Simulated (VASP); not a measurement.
Input of a VASP 6.6.1 run:

Contents of INCAR:

```
ALGO = Normal
EDIFF = 1E-6
ENCUT = 500
GGA = PE
GGA_COMPAT = F
ISIF = 2
ISMEAR = 0
LASPH = T
LCHARG = F
LREAL = F
LWAVE = F
NBANDS = 17
NELM = 120
PREC = Accurate
SIGMA = 0.15
```

Contents of KPOINTS:

```
k-points
0
Gamma
  18 18 10
```

POSCAR

```
Hf
1.0
    3.0926000000      0.0000000000      0.0000000000
   -1.5463000000      2.6782701638      0.0000000000
    0.0000000000      0.0000000000      5.0676933209
Hf
2
Direct
    0.3333333333      0.6666666667      0.2500000000
    0.6666666667      0.3333333333      0.7500000000
```

Potentials or basis: VASP PAW PBE potentials, release 64 (Hf_pv).

Command:

```bash
$ cat potpaw_PBE.64/Hf_pv/POTCAR > POTCAR
$ mpirun -np 1 vasp_std > vasp.out
```

**Question.** Predict the pressure.

**Answer.** 8.1 GPa.

**Question.** Predict the band gap on the k mesh.

**Answer.** Zero (bands 10 and 11 overlap by 1.52 eV).

Stress tensor (GPa, compression positive):
```
9.64 0.00 0.00
0.00 9.64 0.00
0.00 0.00 4.88
```

Caveat: the cell stands under pressure; spin-orbit coupling is left out, which moves the levels of the heavy elements.
